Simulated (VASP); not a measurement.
# ZnH (P4/mmm) in VASP: single point with PBE

Aim: the single point of ZnH with PBE.

Program: VASP 6.6.1. These are calculated values, not measurements. Logs are shortened: lines on timing, memory, paths and dates and some standing lists are left out, and cuts for length are marked.

### 1 The cell of the first run

It takes space group P4/mmm (No. 123, tetragonal). Conventional cell: a = 3.220 Å, b = 3.220 Å, c = 6.869 Å, α = 90.00°, β = 90.00°, γ = 90.00°. Within 2.2 Å of Zn (site symmetry 4/mmm) lie 2 Zn at 1.62 Å. Within 2.2 Å of Zn (site symmetry 4mm) lie 1 Zn at 1.62 Å. Within 1.6 Å of H (site symmetry 4mm) lie 1 H at 1.21 Å. H (site symmetry 4/mmm) has 2 H at 1.21 Å within 1.6 Å.

### 2 Single point, PBE

INCAR reads:

```
SYSTEM = ZnH
PREC = Accurate
ENCUT = 520
EDIFF = 1E-6
ISMEAR = 0
SIGMA = 0.1
LREAL = .FALSE.
LASPH = .TRUE.
NELM = 60
ALGO = Normal
ISIF = 2
LWAVE = .FALSE.
LCHARG = .TRUE.
GGA = PE
LELF = .TRUE.
LVHAR = .TRUE.
NBANDS = 28
```

KPOINTS reads:

```
Automatic mesh
0
G
  6 6 4
  0 0 0
```

POSCAR reads:

```
ZnH
1.0
    3.2200897800      0.0000000000      0.0000000000
    0.0000000000      3.2200897800      0.0000000000
    0.0000000000      0.0000000000      6.8689605700
Zn H
3 3
Direct
    0.5000000000      0.5000000000      0.5000000000
    0.5000000000      0.5000000000      0.7362364000
    0.5000000000      0.5000000000      0.2637636000
    0.0000000000      0.0000000000      0.8232676000
    0.0000000000      0.0000000000      0.1767324000
    0.0000000000      0.0000000000      0.0000000000
```

Potentials or basis: VASP PAW PBE potentials, release 64 (Zn, H).

Started as:

```
$ cat potpaw_PBE.64/Zn/POTCAR potpaw_PBE.64/H/POTCAR > POTCAR
$ mpirun -np 1 vasp_std > vasp.out
```

OUTCAR:

```text
SYSTEM = ZnH
   PREC = Accurate
   ENCUT = 520
   EDIFF = 1E-6
   ISMEAR = 0
   LREAL = .FALSE.
   LASPH = .TRUE.
   NELM = 60
   ISIF = 2
   GGA = PE

 ion  position               nearest neighbor table
   1  0.500  0.500  0.500-   2 1.62   3 1.62
   2  0.500  0.500  0.736-   1 1.62
   3  0.500  0.500  0.264-   1 1.62
   4  0.000  0.000  0.823-
   5  0.000  0.000  0.177-
   6  0.000  0.000  0.000-

  LATTYP: Found a simple tetragonal cell.
 ALAT       =     3.2200897800
 C/A-ratio  =     2.1331580916

  Lattice vectors:

 A1 = (   3.2200897800,   0.0000000000,   0.0000000000)
 A2 = (   0.0000000000,   3.2200897800,   0.0000000000)
 A3 = (   0.0000000000,   0.0000000000,   6.8689605700)

Analysis of symmetry for initial positions (statically):
=====================================================================
 Subroutine PRICEL returns:
 Original cell was already a primitive cell.

 Routine SETGRP: Setting up the symmetry group for a
 simple tetragonal supercell.

 Subroutine GETGRP returns: Found 16 space group operations
 (whereof 16 operations were pure point group operations)
 out of a pool of 16 trial point group operations.

The static configuration has the point symmetry D_4h.

Analysis of symmetry for dynamics (positions and initial velocities):
=====================================================================
 Subroutine PRICEL returns:
 Original cell was already a primitive cell.

 Routine SETGRP: Setting up the symmetry group for a
 simple tetragonal supercell.

 Subroutine GETGRP returns: Found 16 space group operations
 (whereof 16 operations were pure point group operations)
 out of a pool of 16 trial point group operations.

The dynamic configuration has the point symmetry D_4h.

 Subroutine INISYM returns: Found 16 space group operations
 (whereof 16 operations are pure point group operations),
 and found     1 'primitive' translations

----------------------------------------------------------------------------------------

                                     Primitive cell

  volume of cell :      71.2241

  direct lattice vectors                    reciprocal lattice vectors
     3.220089780  0.000000000  0.000000000     0.310550347  0.000000000  0.000000000
     0.000000000  3.220089780  0.000000000     0.000000000  0.310550347  0.000000000
     0.000000000  0.000000000  6.868960570     0.000000000  0.000000000  0.145582434

  length of vectors
     3.220089780  3.220089780  6.868960570     0.310550347  0.310550347  0.145582434

  position of ions in fractional coordinates (direct lattice)
     0.500000000  0.500000000  0.500000000
     0.500000000  0.500000000  0.736236400
     0.500000000  0.500000000  0.263763600
     0.000000000  0.000000000  0.823267600
     0.000000000  0.000000000  0.176732400
     0.000000000  0.000000000  0.000000000

  ion indices of the primitive-cell ions
   primitive index   ion index
                 1           1
                 2           2
                 3           3
                 4           4
                 5           5
                 6           6

----------------------------------------------------------------------------------------

 KPOINTS: Automatic mesh

Automatic generation of k-mesh.
 Grid dimensions read from file:
 generate k-points for:    6    6    4

 Generating k-lattice:

  Cartesian coordinates                     Fractional coordinates (reciprocal lattice)
     0.051758391  0.000000000  0.000000000     0.166666667  0.000000000  0.000000000
     0.000000000  0.051758391  0.000000000     0.000000000  0.166666667  0.000000000
     0.000000000  0.000000000  0.036395609     0.000000000  0.000000000  0.250000000

  Length of vectors
     0.051758391  0.051758391  0.036395609

  Shift w.r.t. Gamma in fractional coordinates (k-lattice)
     0.000000000  0.000000000  0.000000000

 Subroutine IBZKPT returns following result:
 ===========================================

 Found     30 irreducible k-points:

 Following reciprocal coordinates:
            Coordinates               Weight
  0.000000  0.000000  0.000000      1.000000
  0.166667  0.000000  0.000000      4.000000
  0.333333  0.000000  0.000000      4.000000
  0.500000  0.000000  0.000000      2.000000
  0.166667  0.166667  0.000000      4.000000
  0.333333  0.166667  0.000000      8.000000
[... 16 lines left out ...]
  0.333333  0.000000  0.500000      4.000000
  0.500000  0.000000  0.500000      2.000000
 [... further k-points ...]
   k-points           NKPTS =     30   k-points in BZ     NKDIM =     30   number of bands    NBANDS=     28
   number of dos      NEDOS =    301   number of ions     NIONS =      6
   total plane-waves  NPLWV =  31104
   dimension x,y,z NGX =    24 NGY =   24 NGZ =   54
   dimension x,y,z NGXF=    48 NGYF=   48 NGZF=  108
   ions per type =               3   3
   NGX,Y,Z   is equivalent  to a cutoff of  12.39, 12.39, 13.07 a.u.
   NGXF,Y,Z  is equivalent  to a cutoff of  24.78, 24.78, 26.14 a.u.
 SYSTEM =  ZnH
   PREC   = accura    normal or accurate (medium, high low for compatibility)
   ISTART =      0    job   : 0-new  1-cont  2-samecut
   ICHARG =      2    charge: 1-file 2-atom 10-const
   ISPIN  =      1    spin polarized calculation?
   LNONCOLLINEAR =      F non collinear calculations
   LSORBIT =      F    spin-orbit coupling
   LASPH  =      T    aspherical Exc in radial PAW
   ENCUT  =  520.0 eV  38.22 Ry    6.18 a.u.   5.99  5.99 12.77*2*pi/ulx,y,z
   NELM   =     60;   NELMIN=  2; NELMDL= -5     # of ELM steps
   EDIFF  = 0.1E-05   stopping-criterion for ELM
   LREAL  =      F    real-space projection
   EDIFFG = 0.1E-04   stopping-criterion for IOM
   NSW    =      0    number of steps for IOM
   IBRION =     -1    ionic relax: 0-MD 1-quasi-New 2-CG
   NFREE  =      0    steps in history (QN), initial steepest desc. (CG)
   ISIF   =      2    stress and relaxation
   ISYM   =      2    0-nonsym 1-usesym 2-fastsym
   POTIM  = 0.5000    time-step for ionic-motion
   TEBEG  =    0.0;   TEEND  =   0.0 temperature during run
   PSTRESS=    0.0 pullay stress
   NELECT =      39.0000    total number of electrons
   NUPDOWN=      -1.0000    fix difference up-down
   EMIN   =  10.00;   EMAX   =-10.00  energy-range for DOS
   EFERMI =   0.00;   METHOD = LEGACY
   ISMEAR =     0;   SIGMA  =   0.10  broadening in eV -4-tet -1-fermi 0-gaus
   EFERMI_NEDOS =   21; number of points for ismear=-14 and -15
   IALGO  =     38    algorithm
   IMIX   =      4    mixing-type and parameters
     AMIX     =   0.40;   BMIX     =  1.00
     AMIX_MAG =   1.60;   BMIX_MAG =  1.00
  volume/ion in A,a.u.               =      11.87        80.11
  Fermi-wavevector in a.u.,A,eV,Ry     =   1.339329  2.530965 24.406171  1.793803
  Thomas-Fermi vector in A             =   2.467730
   LORBIT       =      0    0 simple, 1 ext, 2 COOP (PROOUT), +10 PAW based schemes
   GGA     = PE    functional components
   LHFCALC =     F    Hartree Fock is set to
   AEXX    =    0.0000 exact exchange contribution
   IVDW    =     0    specifies the selected vdW correction
   LEPSILON=     F    determine dielectric tensor
   LRPA    =     F    only Hartree local field effects (RPA)
 non-spin polarized calculation
 Gauss-broadening in eV      SIGMA  =   0.10
  energy-cutoff  :      520.00
  volume of cell :       71.22
 maximum number of plane-waves:      1944
 NGX is ok and might be reduce to    24
   NGX = 11   NGY = 11   NGZ = 25

 number of electron      39.0000073 magnetization

 Free energy of the ion-electron system (eV)
  ---------------------------------------------------
  ext. energy  EPLUGINS =         0.00000000
  ---------------------------------------------------
  free energy    TOTEN  =         2.10139186 eV

  energy without entropy =        2.10597586  energy(sigma->0) =        2.10368386

 E-fermi :   1.1732     XC(G=0):  -9.8080

 val. band max:        1.1196245965   @ k =   0.3333   0.3333   0.0000
 cond. band min:       1.1782309024   @ k =   0.3333   0.3333   0.0000
 fundamental gap:      0.0586063059
 Fermi energy:         1.1732485024

 k-point     1 :       0.0000    0.0000    0.0000
  band No.  band energies     occupation
      1     -11.0703      2.00000
      2      -9.7411      2.00000
      3      -9.7411      2.00000
      4      -8.2204      2.00000
      5      -7.8662      2.00000
      6      -7.4694      2.00000
[... 20 lines left out ...]
     27      10.4474      0.00000
     28      11.9580      0.00000

 k-point     2 :       0.1667    0.0000    0.0000
  band No.  band energies     occupation
      1     -11.0630      2.00000
      2      -9.7889      2.00000
      3      -9.7373      2.00000
      4      -7.9074      2.00000
      5      -7.7758      2.00000
      6      -7.4937      2.00000
[... 20 lines left out ...]
     27      10.1241      0.00000
     28      12.1934      0.00000

 k-point     3 :       0.3333    0.0000    0.0000
  band No.  band energies     occupation
      1     -11.0505      2.00000
      2      -9.8784      2.00000
      3      -9.7299      2.00000
      4      -7.7812      2.00000
      5      -7.5514      2.00000
      6      -7.3848      2.00000
[... 20 lines left out ...]
     27      11.2557      0.00000
     28      12.8067      0.00000

 k-point     4 :       0.5000    0.0000    0.0000
  band No.  band energies     occupation
      1     -11.0450      2.00000
      2      -9.9205      2.00000
      3      -9.7261      2.00000
      4      -7.7394      2.00000
      5      -7.5796      2.00000
      6      -7.4512      2.00000
[... 578 lines left out ...]
     27      11.3540      0.00000
     28      12.9533      0.00000

 k-point    23 :       0.3333    0.0000    0.5000
  band No.  band energies     occupation
      1     -11.0289      2.00000
      2      -9.8816      2.00000
      3      -9.7323      2.00000
      4      -7.7662      2.00000
      5      -7.5510      2.00000
      6      -7.4274      2.00000
[... 20 lines left out ...]
     27      10.8164      0.00000
     28      12.9083      0.00000

 k-point    24 :       0.5000    0.0000    0.5000
  band No.  band energies     occupation
      1     -11.0258      2.00000
      2      -9.9243      2.00000
      3      -9.7285      2.00000
      4      -7.7350      2.00000
      5      -7.5791      2.00000
      6      -7.4120      2.00000
[... 20 lines left out ...]
     27      11.5142      0.00000
     28      13.4306      0.00000

 [... further k-points ...]
[... 5 lines left out ...]
  --------------------------------------------------------------------------------------
  -------------------------------------------------------------------------------------
  Total       -1.9494164     -1.9494164     84.6530865      0.0000000      0.0000000     -0.0000000
  in kB      -43.8518790    -43.8518790   1904.2606589      0.0000000      0.0000000     -0.0000000
  external PRESSURE =     605.5189670 kB  Pullay stress =       0.0000000 kB

 VOLUME and BASIS-vectors are now :
 -----------------------------------------------------------------------------
  energy-cutoff  :      520.00
  volume of cell :       71.22
      direct lattice vectors                 reciprocal lattice vectors
     3.220089780  0.000000000  0.000000000     0.310550347  0.000000000  0.000000000
     0.000000000  3.220089780  0.000000000     0.000000000  0.310550347  0.000000000
     0.000000000  0.000000000  6.868960570     0.000000000  0.000000000  0.145582434

 POSITION                                       TOTAL-FORCE (eV/Angst)
 -----------------------------------------------------------------------------------
      1.61004      1.61004      3.43448        -0.000000      0.000000     -0.000000
      1.61004      1.61004      5.05718         0.000000     -0.000000     26.784781
      1.61004      1.61004      1.81178        -0.000000     -0.000000    -26.784781
      0.00000      0.00000      5.65499        -0.000000      0.000000      1.356843
      0.00000      0.00000      1.21397        -0.000000      0.000000     -1.356843
      0.00000      0.00000      0.00000        -0.000000      0.000000     -0.000000
 -----------------------------------------------------------------------------------
    total drift:                                0.000000     -0.000000     -0.000000

  FREE ENERGIE OF THE ION-ELECTRON SYSTEM (eV)
  ---------------------------------------------------
  free  energy   TOTEN  =         2.1013918565 eV

  energy  without entropy=        2.1059758586  energy(sigma->0) =        2.10368386
```

Run time: 30 s. Hardware: 1 thread of Intel Xeon 6975P-C, shared host; peak memory 0.2 GiB.

What came out:

| Item | Value |
| --- | --- |
| Free energy | 2.1014 eV |
| Pressure | 60.6 GPa |
| Largest force | 26.785 eV/Å |

Forces in eV/Å, atoms in the order of the input:
```
Zn    0.000   0.000   0.000
Zn    0.000   0.000  26.785
Zn    0.000   0.000 -26.785
H     0.000   0.000   1.357
H     0.000   0.000  -1.357
H     0.000   0.000   0.000
```

Caveat: forces of over 1 eV/Å act on the atoms, so gaps and moduli don't describe the material at rest.
